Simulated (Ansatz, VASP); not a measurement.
# One calculation of CdAgF4, two programs

File INCAR:

```
  ALGO = Normal
  EDIFF = 1E-6
  ENCUT = 520
  GGA = PE
  ISIF = 2
  ISMEAR = 0
  ISPIN = 2
  LASPH = T
  LCHARG = F
  LMAXMIX = 4
  LORBIT = 11
  LREAL = F
  LWAVE = F
  MAGMOM = 0 0.59 0.13 0.13 0.13 0.13
  NBANDS = 38
  NELM = 150
  PREC = Accurate
  SIGMA = 0.1
```

File KPOINTS:

```
k-points
0
Gamma
  4 4 4
```

The input POSCAR:

```
CdAgF4
1.0
    3.8857450000      0.0000000000      0.0000000000
    0.0000000000      3.8857450000      0.0000000000
    0.0000000000      0.0000000000      5.4538640000
Cd Ag F
1 1 4
Direct
    0.0000000000      0.0000000000      0.0000000000
    0.5000000000      0.5000000000      0.5000000000
    0.5000000000      0.0000000000      0.7504710000
    0.0000000000      0.5000000000      0.2495290000
    0.5000000000      0.0000000000      0.2495290000
    0.0000000000      0.5000000000      0.7504710000
```

Input for Ansatz:

```yaml
crystal:
  lattice:
    - [3.885745, 0.0, 0.0]
    - [0.0, 3.885745, 0.0]
    - [0.0, 0.0, 5.453864]
  atoms:
    - { symbol: Cd, position: [0.0, 0.0, 0.0] }
    - { symbol: Ag, position: [0.5, 0.5, 0.5], spin: 0.59 }
    - { symbol: F, position: [0.5, 0.0, 0.750471], spin: 0.13 }
    - { symbol: F, position: [0.0, 0.5, 0.249529], spin: 0.13 }
    - { symbol: F, position: [0.5, 0.0, 0.249529], spin: 0.13 }
    - { symbol: F, position: [0.0, 0.5, 0.750471], spin: 0.13 }
basis:
  ecutwfc: 420
kpoints:
  mp_grid: { grid: [4, 4, 4] }
hamiltonian:
  xc: pbe
scf:
  occupations: { method: gaussian, width: 0.1 }
  lower_state_search: "off"
output:
  forces: true
  stress: true
  eigenvalues: true
  populations: true
magnetization:
  spin_polarized: true
```

Change from the starting cell: relaxed end of: species swapped into the Mg4SiGe type (P4/mmm, No. 123).

Alike in both runs: task single point; functional PBE; k mesh 4 × 4 × 4; occupations gaussian, width 0.1 eV; collinear spin.

|  | VASP | Ansatz |
| --- | --- | --- |
| version | VASP 6.6.1 | Ansatz 0.2.0 |
| potentials or method | VASP PAW PBE potentials, release 64 (Cd, Ag, F), cutoff 520 eV | scalar-relativistic, plane waves, PAW |
| valence electrons in the cell | 51 | 67 |

|  | VASP | Ansatz | Ansatz less VASP |
| --- | --- | --- | --- |
| gap on the k mesh at the Fermi level (eV) | none | none | - |
| pressure (GPa) | 0.0 | 0.0 | -0.03 |
| rms of the force components (eV/Å) | 0.015 | 0.003 | -0.0126 |
| net moment per atom (μB) | 0.17 | 0.17 | 0.000 |
| size of the moment on the site where the two differ most (μB) | 0.11 | 0.11 | +0.006 |

Site moments also hang on the region over which each program counts them. Atom by atom the forces differ by 0.018 eV/Å (rms over components). A gap of «none» marks a metal or a gap that the smearing closes. With one functional, cell and mesh, what is left measures potentials, basis and numerics. VASP's potentials hold 51 valence electrons a cell and Ansatz's 67, so a difference there can come from the potentials and not from the codes.

The k mesh is coarse, so the values compare programs but aren't converged.
